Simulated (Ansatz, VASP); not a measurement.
**BN in VASP and in Ansatz**

```
CELL_PARAMETERS angstrom
2.54395 0.00000 0.00000
-1.27197 2.20313 0.00000
0.00000 0.00000 4.20782
ATOMIC_POSITIONS crystal
B 0.33333 0.66667 0.00020
B 0.66667 0.33333 0.50020
N 0.33333 0.66667 0.37480
N 0.66667 0.33333 0.87480
```

Alike in both runs: task single point; functional r2SCAN; k mesh 12 × 12 × 6; no spin polarisation.

```csv
,VASP,Ansatz
version,VASP 6.6.1,Ansatz 0.2.0
potentials or method,"VASP PAW PBE potentials, release 64 (B, N)","plane waves, PAW"
plane-wave cutoff (eV),520,500
occupations,"gaussian, width 0.01 eV",fixed
valence electrons in the cell,16,16
```

```csv
,VASP,Ansatz,Ansatz less VASP
gap on the k mesh at the Fermi level (eV),5.72,5.75,+0.034
pressure (GPa),1.1,0.0,-1.11
```

VASP's potentials were made for PBE, not for r2SCAN.
